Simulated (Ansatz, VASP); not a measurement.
# Ni: VASP beside Ansatz

INCAR

```
PREC = Accurate
ENCUT = 520
EDIFF = 1E-6
ISMEAR = -1
SIGMA = 0.05
LREAL = False
LASPH = True
NELM = 150
ALGO = Normal
ISIF = 2
LWAVE = False
LCHARG = False
ISPIN = 2
MAGMOM = 1 1
LORBIT = 11
LMAXMIX = 4
GGA = RE
NBANDS = 21
```

KPOINTS

```
regular mesh
0
Gamma
  12 12 7
```

Contents of POSCAR:

```
Ni
1.0
    2.4480228978      0.0000000000      0.0000000000
   -1.2240114489      2.1200500186      0.0000000000
    0.0000000000      0.0000000000      4.0728075700
Ni
2
Direct
    0.6666666667      0.3333333333      0.7500000000
    0.3333333333      0.6666666667      0.2500000000
```

Contents of input.yaml:

```yaml
crystal:
  lattice:
    - [2.4480228978, 0.0, 0.0]
    - [-1.2240114489, 2.1200500186, 0.0]
    - [0.0, 0.0, 4.07280757]
  atoms:
    - { symbol: Ni, position: [0.6666666667, 0.3333333333, 0.75], spin: 1.0 }
    - { symbol: Ni, position: [0.3333333333, 0.6666666667, 0.25], spin: 1.0 }
hamiltonian:
  xc: revpbe
  pseudopotentials: { kind: paw }
magnetization:
  spin_polarized: true
kpoints:
  mp_grid: { grid: [12, 12, 7] }
  band_path:
    path:
      - [[0.0, 0.0, 0.0], [0.5, 0.0, 0.0], [0.3333333333, 0.3333333333, 0.0], [0.0, 0.0, 0.0], [0.0, 0.0, 0.5], [0.5, 0.0, 0.5], [0.3333333333, 0.3333333333, 0.5], [0.0, 0.0, 0.5]]
      - [[0.5, 0.0, 0.5], [0.5, 0.0, 0.0]]
      - [[0.3333333333, 0.3333333333, 0.0], [0.3333333333, 0.3333333333, 0.5]]
    npoints: 14
scf:
  occupations: { method: fermi_dirac, width: 0.05 }
  n_extra_bands: 6
output:
  forces: true
  stress: true
  eigenvalues: true
  fatbands: false
```

Alike in both runs: functional revPBE; k mesh 12 × 12 × 7; occupations fermi-dirac, width 0.05 eV; collinear spin.

```csv
,VASP,Ansatz
version,VASP 6.6.1,Ansatz 0.2.0
potentials or method,"VASP PAW PBE potentials, release 64 (Ni)",Ansatz PAW
plane-wave cutoff (eV),520,420
valence electrons in the cell,20,36
task,single point,band structure
```

|  | VASP | Ansatz | Ansatz less VASP |
| --- | --- | --- | --- |
| gap on the k mesh at the Fermi level (eV) | none | none | - |
| pressure (GPa) | 11.3 | 11.5 | +0.15 |
| traceless stress, the component that is largest in VASP (GPa) | -2.65 | -2.72 | -0.071 |
| net moment per atom (μB) | 0.64 | 0.66 | +0.016 |
| size of the moment on the site where the two differ most (μB) | 0.65 | 0.70 | +0.046 |

VASP's potentials were made for PBE, not for revPBE. Site moments also hang on the region over which each program counts them. A gap of «none» marks a metal or a gap that the smearing closes. VASP's potentials hold 20 valence electrons a cell and Ansatz's 36, so a difference there can come from the potentials and not from the codes.
